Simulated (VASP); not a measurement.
Here is a VASP 6.6.1 calculation.

File INCAR:

```
SYSTEM = Hf4F
ALGO = Normal
AMIX = 0.1
AMIX_MAG = 0.4
BMIX = 1E-4
BMIX_MAG = 1E-4
DIPOL = 0.5 0.5 0.359
EDIFF = 1E-6
ENCUT = 640
GGA = PE
GGA_COMPAT = .False.
IDIPOL = 3
ISIF = 2
ISMEAR = 0
KPAR = 4
LASPH = .True.
LCHARG = .False.
LDIPOL = .True.
LREAL = .False.
LWAVE = .False.
NBANDS = 32
NELM = 300
NELMDL = -8
PREC = Accurate
SIGMA = 0.1
```

KPOINTS

```
k-points
0
Gamma
  9 9 1
  0 0 0
```

The input POSCAR:

```
Hf4F
1.0
    3.2048170381      0.0000000000      0.0000000000
   -1.6024085190      2.7754529695      0.0000000000
    0.0000000000      0.0000000000     24.5281466259
Hf F
4 1
Direct
    0.6666666667      0.3333333333      0.1630779553
    0.3333333333      0.6666666667      0.2663815885
    0.6666666667      0.3333333333      0.3732987945
    0.3333333333      0.6666666667      0.4699966451
    1.0000000000      0.0000000000      0.5242200653
```

Potentials or basis: VASP PAW PBE potentials, release 64 (Hf_pv, F).

Launch:

```bash
$ cat potpaw_PBE.64/Hf_pv/POTCAR potpaw_PBE.64/F/POTCAR > POTCAR
$ mpirun -np 4 vasp_std > vasp.out
```

What does it give for the band gap on the k mesh?

Zero (an odd number of electrons rules out a gap without spin polarisation).

Estimate the largest force.

0.781 eV/Å.

Forces in eV/Å, atoms in the order of the input:
```
Hf   0.000  0.000  0.718
Hf   0.000  0.000 -0.781
Hf   0.000  0.000 -0.119
Hf   0.000  0.000  0.183
F    0.000  0.000 -0.002
```

Caveat: spin-orbit coupling is left out, which moves the levels of the heavy elements.
